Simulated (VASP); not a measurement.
# MgF2: single point with HSE06

Crystal: MgF2.

```
Mg F
1.0
     4.66824    0.00000    0.00000
     0.00000    4.66824    0.00000
     0.00000    0.00000    3.02763
Mg F
2 4
Direct
  0.00000 0.00000 0.00000
  0.50000 0.50000 0.50000
  0.30295 0.30295 0.00000
  0.19705 0.80295 0.50000
  0.80295 0.19705 0.50000
  0.69705 0.69705 0.00000
```

This cell differs from its parent crystal: epitaxial xy strain +1.0%.

```
Program                            : VASP 6.6.1
Task                               : single point
Functional                         : HSE06
Potentials or basis                : VASP PAW PBE potentials, release 64 (Mg, F)
Cutoff                             : 520 eV
k mesh                             : 4 × 4 × 6
Occupations                        : gaussian, width 0.01 eV
Spin                               : no spin polarisation
Dipole correction                  : no
Grid for exact exchange (PRECFOCK) : Normal
Further INCAR settings             : ALGO = Normal; EDIFF = 1e-06; NBANDS = 25
Screening parameter                : 0.2079 1/Å
```

```yaml
Pressure: -0.6 GPa
Largest_force: 0.017 eV/Å
Band_gap_on_the_k_mesh: 9.33 eV, direct
```

Forces on the atoms (eV/Å):
```
Mg   0.000  0.000  0.000
Mg   0.000  0.000  0.000
F    0.012  0.012  0.000
F   -0.012  0.012  0.000
F    0.012 -0.012  0.000
F   -0.012 -0.012  0.000
```

Stress tensor (GPa, compression positive):
```
-1.19  0.00  0.00
 0.00 -1.19  0.00
 0.00  0.00  0.67
```

Levels at points of the mesh, in eV from the valence-band top:
| k point | band 13 | band 14 | band 15 | band 16 | band 17 | band 18 | band 19 | band 20 |
| --- | --- | --- | --- | --- | --- | --- | --- | --- |
| (0.00, 0.00, 0.00) | -0.66 | -0.30 | -0.30 | 0.00 | 9.33 | 14.62 | 14.62 | 16.22 |
| (0.50, 0.00, 0.00) | -0.92 | -0.92 | -0.38 | -0.38 | 11.78 | 11.78 | 15.91 | 15.91 |
| (0.50, 0.50, 0.00) | -0.93 | -0.93 | -0.82 | -0.82 | 13.57 | 13.57 | 13.59 | 13.59 |
| (0.00, 0.00, 0.50) | -1.16 | -1.16 | -0.89 | -0.89 | 14.28 | 14.28 | 17.48 | 17.48 |
| (0.50, 0.00, 0.50) | -0.74 | -0.74 | -0.69 | -0.69 | 15.13 | 15.13 | 15.97 | 15.97 |
| (0.50, 0.50, 0.50) | -0.64 | -0.64 | -0.49 | -0.49 | 15.64 | 15.64 | 15.65 | 15.65 |

It took 19 min on 4 MPI ranks on Intel(R) Xeon(R) 6975P-C (Granite Rapids) (shared host), peak memory 0.3 GiB a rank.

Caveat: the cell differs from its parent crystal (epitaxial xy strain +1.0%); the PAW data sets were made with another functional, which shifts forces and pressure a little.
